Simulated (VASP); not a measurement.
A run of VASP 6.6.1 is set up as follows.

INCAR

```
SYSTEM = SrB2Te4
PREC = Accurate
ENCUT = 520
EDIFF = 1E-6
ISMEAR = 0
SIGMA = 0.1
LREAL = .FALSE.
LASPH = .TRUE.
NELM = 100
ALGO = Normal
ISIF = 2
LWAVE = .FALSE.
LCHARG = .FALSE.
GGA = PE
NBANDS = 29
```

File KPOINTS:

```
Automatic mesh
0
G
  4 4 4
  0 0 0
```

File POSCAR:

```
SrB2Te4
1.0
   -4.0777733770      4.0777733770      3.0563943460
    4.0777733770     -4.0777733770      3.0563943460
    4.0777733770      4.0777733770     -3.0563943460
Sr B Te
1 2 4
Direct
    0.0000000000      0.0000000000      0.0000000000
    0.5000000000      0.0000000000      0.5000000000
    0.0000000000      0.5000000000      0.5000000000
    0.8984064205      0.3984064205      0.7968128411
    0.1015935795      0.8984064205      0.5000000000
    0.3984064205      0.6015935795      0.5000000000
    0.6015935795      0.1015935795      0.2031871589
```

Potentials or basis: VASP PAW PBE potentials, release 64 (Sr_sv, B, Te).

Launch:

```bash
$ cat potpaw_PBE.64/Sr_sv/POTCAR potpaw_PBE.64/B/POTCAR potpaw_PBE.64/Te/POTCAR > POTCAR
$ mpirun -np 1 vasp_std > vasp.out
```

Task: Estimate the band gap on the k mesh.

Result: 0.34 eV, indirect (least direct gap 0.62 eV).

Task: What does it give for the pressure?

Result: 0.1 GPa.

Task: What does it give for the largest force?

Result: 0.014 eV/Å.

Forces on the atoms (eV/Å):
```
Sr   0.000  0.000  0.000
B    0.000  0.000  0.000
B    0.000  0.000  0.000
Te   0.010  0.010  0.000
Te   0.010 -0.010  0.000
Te  -0.010  0.010  0.000
Te  -0.010 -0.010  0.000
```

Caveat: spin-orbit coupling is left out, which moves the levels of the heavy elements. A k mesh can miss the band edges.
